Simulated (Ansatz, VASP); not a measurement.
LiH in VASP and in Ansatz

```xyz
2
Lattice="0.0000 2.0325 2.0325 2.0325 0.0000 2.0325 2.0325 2.0325 0.0000" Properties=species:S:1:pos:R:3 pbc="T T T"
Li    0.0000    0.1414    0.1414
H     2.0325    2.0325    2.0325
```

Change from the starting cell: all Li atoms moved -0.200 Å, as atom 1 towards its neighbour atom 1 (Li) at 2.874 Å.

Alike in both runs: task single point; functional PBE; k mesh 10 × 10 × 10; occupations gaussian, width 0.05 eV; no spin polarisation.

```csv
,VASP,Ansatz
version,VASP 6.6.1,Ansatz 0.2.0
potentials or method,"VASP PAW PBE potentials, release 64 (Li_sv, H), cutoff 520 eV","scalar-relativistic, plane waves, PAW"
valence electrons in the cell,4,4
```

|  | VASP | Ansatz | Ansatz less VASP |
| --- | --- | --- | --- |
| gap on the k mesh at the Fermi level (eV) | 3.03 | 3.03 | +0.007 |
| least direct gap on the mesh (eV) | 3.03 | 3.03 | +0.007 |
| rms of the force components (eV/Å) | 0.117 | 0.117 | -0.0002 |

Atom by atom the forces differ by 0.000 eV/Å (rms over components).

Noted on VASP's run: the cutoff is short for stress, so the pressure is rough.
